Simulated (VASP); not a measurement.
# BaTe (Fm-3m) in VASP: a series of runs

The runs below take BaTe through vibrations by perturbation theory, with PBEsol.

Program: VASP 6.6.1. These are calculated values, not measurements. Logs are shortened: lines on timing, memory, paths and dates and some standing lists are left out, and cuts for length are marked.

## 1. The cell of the first run

The structure is cubic, space group Fm-3m (No. 225). The conventional cell has a = 6.896 Å, b = 6.896 Å, c = 6.896 Å, α = 90.00°, β = 90.00°, γ = 90.00°. Within 4.5 Å of Ba (site symmetry m-3m) lie 6 Te at 3.45 Å. Within 4.5 Å of Te (site symmetry m-3m) lie 6 Ba at 3.45 Å.

## 2. Vibrations by perturbation theory, PBEsol (41.00 Å³/atom)

INCAR

```
PREC = Accurate
ENCUT = 520
EDIFF = 1E-8
ISMEAR = 0
SIGMA = 0.01
LREAL = F
LASPH = T
NELM = 80
ALGO = Normal
ISIF = 2
LWAVE = F
LCHARG = T
GGA = PS
IBRION = 8
NSW = 1
```

KPOINTS

```
Automatic mesh
0
Gamma
  6 6 6
```

POSCAR

```
BaTe
1.0
    0.0000000000      3.4480982360      3.4480982360
    3.4480982360      0.0000000000      3.4480982360
    3.4480982360      3.4480982360      0.0000000000
Ba Te
1 1
Direct
    0.0000000000      0.0000000000      0.0000000000
    0.5000000000      0.5000000000      0.5000000000
```

Potentials or basis: VASP PAW PBE potentials, release 64 (Ba_sv, Te).

Launch:

```console
> cat potpaw_PBE.64/Ba_sv/POTCAR potpaw_PBE.64/Te/POTCAR > POTCAR
> mpirun -np 1 vasp_std > vasp.out
```

OUTCAR:

```text
PREC = Accurate
   ENCUT = 520
   EDIFF = 1E-8
   ISMEAR = 0
   LREAL = F
   LASPH = T
   NELM = 80
   ISIF = 2
   GGA = PS
   IBRION = 8
   NSW = 1

 ion  position               nearest neighbor table
   1  0.000  0.000  0.000-   2 3.45   2 3.45   2 3.45   2 3.45   2 3.45   2 3.45
   2  0.500  0.500  0.500-   1 3.45   1 3.45   1 3.45   1 3.45   1 3.45   1 3.45

  LATTYP: Found a face centered cubic cell.
 ALAT       =     6.8961964720

  Lattice vectors:

 A1 = (   0.0000000000,   3.4480982360,   3.4480982360)
 A2 = (   3.4480982360,   0.0000000000,   3.4480982360)
 A3 = (   3.4480982360,   3.4480982360,   0.0000000000)

Analysis of symmetry for initial positions (statically):
=====================================================================
 Subroutine PRICEL returns:
 Original cell was already a primitive cell.

 Routine SETGRP: Setting up the symmetry group for a
 face centered cubic supercell.

 Subroutine GETGRP returns: Found 48 space group operations
 (whereof 48 operations were pure point group operations)
 out of a pool of 48 trial point group operations.

The static configuration has the point symmetry O_h .

Analysis of symmetry for dynamics (positions and initial velocities):
=====================================================================
 Subroutine PRICEL returns:
 Original cell was already a primitive cell.

 Routine SETGRP: Setting up the symmetry group for a
 face centered cubic supercell.

 Subroutine GETGRP returns: Found 48 space group operations
 (whereof 48 operations were pure point group operations)
 out of a pool of 48 trial point group operations.

The dynamic configuration has the point symmetry O_h .

 Subroutine INISYM returns: Found 48 space group operations
 (whereof 48 operations are pure point group operations),
 and found     1 'primitive' translations

----------------------------------------------------------------------------------------

                                     Primitive cell

  volume of cell :      81.9915

  direct lattice vectors                    reciprocal lattice vectors
     0.000000000  3.448098236  3.448098236    -0.145007470  0.145007470  0.145007470
     3.448098236  0.000000000  3.448098236     0.145007470 -0.145007470  0.145007470
     3.448098236  3.448098236  0.000000000     0.145007470  0.145007470 -0.145007470

  length of vectors
     4.876347290  4.876347290  4.876347290     0.251160305  0.251160305  0.251160305

  position of ions in fractional coordinates (direct lattice)
     0.000000000  0.000000000  0.000000000
     0.500000000  0.500000000  0.500000000

  ion indices of the primitive-cell ions
   primitive index   ion index
                 1           1
                 2           2

----------------------------------------------------------------------------------------

 KPOINTS: Automatic mesh

Automatic generation of k-mesh.
 Grid dimensions read from file:
 generate k-points for:    6    6    6

 Generating k-lattice:

  Cartesian coordinates                     Fractional coordinates (reciprocal lattice)
    -0.024167912  0.024167912  0.024167912     0.166666667  0.000000000  0.000000000
     0.024167912 -0.024167912  0.024167912     0.000000000  0.166666667  0.000000000
     0.024167912  0.024167912 -0.024167912     0.000000000  0.000000000  0.166666667

  Length of vectors
     0.041860051  0.041860051  0.041860051

  Shift w.r.t. Gamma in fractional coordinates (k-lattice)
     0.000000000  0.000000000  0.000000000

 Subroutine IBZKPT returns following result:
 ===========================================
[... 71 lines left out ...]
 Gauss-broadening in eV      SIGMA  =   0.01
  energy-cutoff  :      520.00
  volume of cell :       81.99
 maximum number of plane-waves:      2229
   NGX = 19   NGY = 19   NGZ = 19

--------------------------------------- Ionic step        1  -------------------------------------------

 number of electron      15.9999999 magnetization

 Free energy of the ion-electron system (eV)
  ---------------------------------------------------
  ext. energy  EPLUGINS =         0.00000000
  ---------------------------------------------------
  free energy    TOTEN  =        -9.18271427 eV

  energy without entropy =       -9.18271427  energy(sigma->0) =       -9.18271427

 E-fermi :   2.4867     XC(G=0):  -8.5916

 val. band max:        2.4442769554   @ k =   0.0000   0.0000   0.0000
 cond. band min:       3.7677649440   @ k =   0.5000   0.5000   0.0000
 fundamental gap:      1.3234879886
 Fermi energy:         2.4866861055

 k-point     1 :       0.0000    0.0000    0.0000
  band No.  band energies     occupation
      1     -24.4271      2.00000
      2      -9.5774      2.00000
      3      -9.5774      2.00000
      4      -9.5774      2.00000
      5      -7.2385      2.00000
      6       2.4443      2.00000
      7       2.4443      2.00000
      8       2.4443      2.00000
      9       5.2742      0.00000
     10       5.2742      0.00000
     11       5.2742      0.00000
     12       5.3735      0.00000
[... 213 lines left out ...]
      1     -24.4040      2.00000
      2      -9.7982      2.00000
      3      -9.7530      2.00000
      4      -9.7201      2.00000
      5      -6.8206      2.00000
      6       1.2725      2.00000
      7       1.3386      2.00000
      8       1.6467      2.00000
      9       4.8873      0.00000
     10       6.9952      0.00000
     11       7.2205      0.00000
     12       7.8810      0.00000

------------------------ aborting loop because EDIFF is reached ----------------------------------------

  FORCE on cell =-STRESS in cart. coord.  units (eV):
  Direction    XX          YY          ZZ          XY          YZ          ZX
  --------------------------------------------------------------------------------------
  -------------------------------------------------------------------------------------
  Total        0.5511204      0.5511204      0.5511204      0.0000000     -0.0000000      0.0000000
  in kB       10.7693182     10.7693182     10.7693182      0.0000000     -0.0000000      0.0000000
  external PRESSURE =      10.7693182 kB  Pullay stress =       0.0000000 kB

 VOLUME and BASIS-vectors are now :
 -----------------------------------------------------------------------------
  energy-cutoff  :      520.00
  volume of cell :       81.99
      direct lattice vectors                 reciprocal lattice vectors
     0.000000000  3.448098236  3.448098236    -0.145007470  0.145007470  0.145007470
     3.448098236  0.000000000  3.448098236     0.145007470 -0.145007470  0.145007470
     3.448098236  3.448098236  0.000000000     0.145007470  0.145007470 -0.145007470

 POSITION                                       TOTAL-FORCE (eV/Angst)
 -----------------------------------------------------------------------------------
      0.00000      0.00000      0.00000         0.000000     -0.000000      0.000000
      3.44810      3.44810      3.44810        -0.000000      0.000000     -0.000000
 -----------------------------------------------------------------------------------
    total drift:                                0.000000      0.000000      0.000000

  FREE ENERGIE OF THE ION-ELECTRON SYSTEM (eV)
  ---------------------------------------------------
  free  energy   TOTEN  =        -9.1827142731 eV

  energy  without entropy=       -9.1827142731  energy(sigma->0) =       -9.18271427

[... ionic steps 2 to 3 ...]

--------------------------------------- Ionic step        4  -------------------------------------------

------------------------ aborting loop because EDIFF is reached ----------------------------------------

[... ionic steps 5 to 6 ...]

--------------------------------------- Ionic step        7  -------------------------------------------

 Free energy of the ion-electron system (eV)
  ---------------------------------------------------
  ---------------------------------------------------
  free energy    TOTEN  =        -0.05237150 eV

  energy without entropy =       -0.05237150

------------------------ aborting loop because EDIFF is reached ----------------------------------------

 INTERNAL STRAIN TENSOR  FOR ION    2  DIRECTION 1   (eV/Angst):
 -----------------------------------------------------------------------------
    -0.01861  0.00000  0.00000
    -0.00000  0.00521  0.00000
     0.00000  0.00000  0.00521

 INTERNAL STRAIN TENSOR FOR ION    2 for displacements in x,y,z  (eV/Angst):
          X           Y           Z          XY          YZ          ZX
  --------------------------------------------------------------------------------
  x     0.00000     0.00000     0.00000     0.00000     0.00000     0.00000
  y     0.00000     0.00000     0.00000     0.00000     0.00000     0.00000
  z     0.00000     0.00000     0.00000     0.00000     0.00000     0.00000

 SECOND DERIVATIVES (NOT SYMMETRIZED)
 ------------------------------------
               1X          1Y          1Z          2X          2Y          2Z
  1X    -2.516522    0.000000    0.000000    2.516522    0.000000    0.000000
  1Y     0.000000   -2.516522    0.000000    0.000000    2.516522    0.000000
  1Z     0.000000    0.000000   -2.516522    0.000000    0.000000    2.516522
  2X     2.519401    0.000000    0.000000   -2.519401    0.000000    0.000000
  2Y     0.000000    2.519401    0.000000    0.000000   -2.519401    0.000000
  2Z     0.000000    0.000000    2.519401    0.000000    0.000000   -2.519401

 Eigenvectors and eigenvalues of the dynamical matrix
 ----------------------------------------------------

   1 f  =    3.050280 THz    19.165472 2PiTHz  101.746376 cm-1    12.614937 meV
             X         Y         Z           dx          dy          dz
      0.000000  0.000000  0.000000     0.693799    0.000000   -0.000000
      3.448098  3.448098  3.448098    -0.720169   -0.000000    0.000000
[... 21 lines left out ...]
   6 f/i=    0.000871 THz     0.005476 2PiTHz    0.029070 cm-1     0.003604 meV
             X         Y         Z           dx          dy          dz
      0.000000  0.000000  0.000000     0.066421    0.434037    0.570827
      3.448098  3.448098  3.448098     0.063989    0.418144    0.549925

--------------------------------------------------------------------------------------------------------

 ELASTIC MODULI CONTR FROM IONIC RELAXATION (kBar)
 Direction    XX          YY          ZZ          XY          YZ          ZX
 --------------------------------------------------------------------------------
 XX           0.0000      0.0000      0.0000      0.0000      0.0000      0.0000
 YY           0.0000      0.0000      0.0000      0.0000      0.0000      0.0000
 ZZ           0.0000      0.0000      0.0000      0.0000      0.0000      0.0000
 XY           0.0000      0.0000      0.0000      0.0000      0.0000      0.0000
 YZ           0.0000      0.0000      0.0000      0.0000      0.0000      0.0000
 ZX           0.0000      0.0000      0.0000      0.0000      0.0000      0.0000
 --------------------------------------------------------------------------------
```

Run time: 62 s. Hardware: 1 thread of Intel Xeon 6975P-C (Granite Rapids), shared host; peak memory 0.29 GiB.

Results:

- Highest phonon frequency at Γ, LO-TO splitting left out: 102 cm⁻¹

Phonon frequencies in cm⁻¹ (negative: imaginary):
| q point | frequencies |
| --- | --- |
| (0.000, 0.000, 0.000) | 0 0 0 102 102 102 |

Caveat: the cell stands under pressure or tension, which shifts response properties; the PAW data sets were made with another functional, which shifts forces and pressure a little; spin-orbit coupling is left out, which moves the levels of the heavy elements.

## 3. Vibrations by perturbation theory, PBEsol

This run uses another cell than the first one, of 41.83 Å³/atom.

INCAR

```
PREC = Accurate ; ENCUT = 520
EDIFF = 1E-8 ; ISMEAR = 0
SIGMA = 0.01 ; LREAL = False
LASPH = True ; NELM = 60
ALGO = Normal ; ISIF = 2
LWAVE = False ; LCHARG = False
GGA = PS ; IBRION = 8
NSW = 1
```

KPOINTS

```
regular mesh
0
Gamma
  6 6 6
```

POSCAR

```
BaTe
1.0
    0.0000000000      3.4713969038      3.4713969038
    3.4713969038      0.0000000000      3.4713969038
    3.4713969038      3.4713969038      0.0000000000
Ba Te
1 1
Direct
    0.0000000000      0.0000000000      0.0000000000
    0.5000000000      0.5000000000      0.5000000000
```

Potentials or basis: VASP PAW PBE potentials, release 64 (Ba_sv, Te).

Launch:

```console
> cat potpaw_PBE.64/Ba_sv/POTCAR potpaw_PBE.64/Te/POTCAR > POTCAR
> mpirun -np 1 vasp_std > vasp.out
```

OUTCAR:

```text
PREC = Accurate
   ENCUT = 520
   EDIFF = 1E-8
   ISMEAR = 0
   LREAL = False
   LASPH = True
   NELM = 60
   ISIF = 2
   GGA = PS
   IBRION = 8
   NSW = 1

 ion  position               nearest neighbor table
   1  0.000  0.000  0.000-   2 3.47   2 3.47   2 3.47   2 3.47   2 3.47   2 3.47
   2  0.500  0.500  0.500-   1 3.47   1 3.47   1 3.47   1 3.47   1 3.47   1 3.47

  LATTYP: Found a face centered cubic cell.
 ALAT       =     6.9427938076

  Lattice vectors:

 A1 = (   0.0000000000,   3.4713969038,   3.4713969038)
 A2 = (   3.4713969038,   0.0000000000,   3.4713969038)
 A3 = (   3.4713969038,   3.4713969038,   0.0000000000)

Analysis of symmetry for initial positions (statically):
=====================================================================
 Subroutine PRICEL returns:
 Original cell was already a primitive cell.

 Routine SETGRP: Setting up the symmetry group for a
 face centered cubic supercell.
[... 458 lines left out ...]

 INTERNAL STRAIN TENSOR  FOR ION    2  DIRECTION 1   (eV/Angst):
 -----------------------------------------------------------------------------
    -0.01814 -0.00000 -0.00000
    -0.00000  0.00510  0.00000
    -0.00000  0.00000  0.00510

 INTERNAL STRAIN TENSOR FOR ION    2 for displacements in x,y,z  (eV/Angst):
          X           Y           Z          XY          YZ          ZX
  --------------------------------------------------------------------------------
  x     0.00000     0.00000     0.00000     0.00000     0.00000     0.00000
  y     0.00000     0.00000     0.00000     0.00000     0.00000     0.00000
  z     0.00000     0.00000     0.00000     0.00000     0.00000     0.00000

 SECOND DERIVATIVES (NOT SYMMETRIZED)
 ------------------------------------
               1X          1Y          1Z          2X          2Y          2Z
  1X    -2.315254    0.000000    0.000000    2.315254    0.000000    0.000000
  1Y     0.000000   -2.315254    0.000000    0.000000    2.315254    0.000000
  1Z     0.000000    0.000000   -2.315254    0.000000    0.000000    2.315254
  2X     2.318874    0.000000    0.000000   -2.318874    0.000000    0.000000
  2Y     0.000000    2.318874    0.000000    0.000000   -2.318874    0.000000
  2Z     0.000000    0.000000    2.318874    0.000000    0.000000   -2.318874

 Eigenvectors and eigenvalues of the dynamical matrix
 ----------------------------------------------------

   1 f  =    2.926077 THz    18.385086 2PiTHz   97.603431 cm-1    12.101278 meV
             X         Y         Z           dx          dy          dz
      0.000000  0.000000  0.000000     0.693723   -0.000000   -0.000000
      3.471397  3.471397  3.471397    -0.720242    0.000000   -0.000000
[... 21 lines left out ...]
   6 f/i=    0.001142 THz     0.007176 2PiTHz    0.038097 cm-1     0.004723 meV
             X         Y         Z           dx          dy          dz
      0.000000  0.000000  0.000000    -0.054768   -0.256138    0.670926
      3.471397  3.471397  3.471397    -0.052752   -0.246707    0.646224

--------------------------------------------------------------------------------------------------------

 ELASTIC MODULI CONTR FROM IONIC RELAXATION (kBar)
 Direction    XX          YY          ZZ          XY          YZ          ZX
 --------------------------------------------------------------------------------
 XX           0.0000      0.0000      0.0000      0.0000      0.0000      0.0000
 YY           0.0000      0.0000      0.0000      0.0000      0.0000      0.0000
 ZZ           0.0000      0.0000      0.0000      0.0000      0.0000      0.0000
 XY           0.0000      0.0000      0.0000      0.0000      0.0000      0.0000
 YZ           0.0000      0.0000      0.0000      0.0000      0.0000      0.0000
 ZX           0.0000      0.0000      0.0000      0.0000      0.0000      0.0000
 --------------------------------------------------------------------------------
```

OSZICAR:

```text
N       E                     dE             d eps       ncg     rms          rms(c)
DAV:   1     0.965378133729E+02    0.96538E+02   -0.62769E+03   384   0.110E+03
DAV:   2    -0.273455471172E+01   -0.99272E+02   -0.93511E+02   508   0.183E+02
DAV:   3    -0.913918797512E+01   -0.64046E+01   -0.63517E+01   496   0.536E+01
DAV:   4    -0.930446565749E+01   -0.16528E+00   -0.16516E+00   532   0.880E+00
[... 42 lines left out ...]
RMM:   7    -0.524842012095E-01   -0.20342E-05   -0.27295E-07  1462   0.186E-03    0.467E-04
RMM:   8    -0.524833032947E-01    0.89791E-06    0.18647E-06  1454   0.613E-04    0.875E-05
RMM:   9    -0.524829436132E-01    0.35968E-06    0.17503E-07  1572   0.214E-04    0.557E-05
RMM:  10    -0.524831309085E-01   -0.18730E-06    0.96046E-07  1619   0.689E-05    0.203E-05
RMM:  11    -0.524831362179E-01   -0.53094E-08    0.29207E-08  1578   0.364E-05    0.356E-06
 Linear response finished
```

stdout:

```text
POSCAR found type information on POSCAR BaTe
 POSCAR found :  2 types and       2 ions
 scaLAPACK will be used
 -----------------------------------------------------------------------------
|                                                                             |
|                                                                             |
|     You enforced a specific xc type in the INCAR file but a different       |
|     I HOPE YOU KNOW WHAT YOU ARE DOING!                                     |
|                                                                             |
 -----------------------------------------------------------------------------

 LDA part: xc-table for (Slater+PW92), standard interpolation
 POSCAR, INCAR and KPOINTS ok, starting setup
 FFT: planning ... GRIDC
 FFT: planning ... GRID_SOFT
 FFT: planning ... GRID
 WAVECAR not read
 entering main loop
 Linear response reoptimize wavefunctions to high precision
 Linear response DOF=           2
 Linear response progress:
 first order change of Fermi-energy   0.14282E-03
 force on displaced ion       1 direction 1 :  -2.315   0.000   0.000
 Linear response progress:
 first order change of Fermi-energy   0.28217E-03
 force on displaced ion       2 direction 1 :  -2.319   0.000   0.000
 Linear response finished
```

Run time: 83 s. Hardware: 1 thread of Intel Xeon 6975P-C (Granite Rapids), shared host; peak memory 0.33 GiB.

What came out:

```
Highest phonon frequency at Γ, LO-TO splitting left out : 98 cm⁻¹
```

Phonon frequencies in cm⁻¹ (negative: imaginary):
```
              q point     frequencies
(0.000, 0.000, 0.000)  0 0 0 98 98 98
```

Caveat: the PAW data sets were made with another functional, which shifts forces and pressure a little; spin-orbit coupling is left out, which moves the levels of the heavy elements.

(Part 1 of 2 ends here.)
